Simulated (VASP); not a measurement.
A run of VASP 6.6.1:

Contents of INCAR:

```
SYSTEM = TeS2
  PREC = Accurate
  ENCUT = 520
  EDIFF = 1E-6
  ISMEAR = -1
  SIGMA = 0.08
  LREAL = .False.
  LASPH = .True.
  NELM = 100
  ALGO = Normal
  ISIF = 2
  LWAVE = .False.
  LCHARG = .False.
  GGA = PE
  NBANDS = 16
```

Contents of KPOINTS:

```
regular mesh
0
Gamma
  11 11 6
  0 0 0
```

Contents of POSCAR:

```
TeS2
1.0
    3.8344860052      0.0000000000      0.0000000000
   -1.9172430026      3.3207622909      0.0000000000
    0.0000000000      0.0000000000      6.7530907526
Te S
1 2
Direct
    0.0000000000      0.0000000000      0.0000000000
    0.3333333333      0.6666666667      0.2285103528
    0.6666666667      0.3333333333      0.7714896472
```

Potentials or basis: VASP PAW PBE potentials, release 64 (Te, S).

Launch:

```sh
$ cat potpaw_PBE.64/Te/POTCAR potpaw_PBE.64/S/POTCAR > POTCAR
$ mpirun -np 1 vasp_std > vasp.out
```

Hardware: 1 thread of Intel(R) Xeon(R) 6975P-C (Granite Rapids), with other jobs on the host.

Problem. Estimate the wall time of this run.

Solution. Wall time 54 s on 1 thread of Intel(R) Xeon(R) 6975P-C (Granite Rapids), on a shared host, peak memory 0.26 GiB. Counts: scf iterations 14, k points 84.
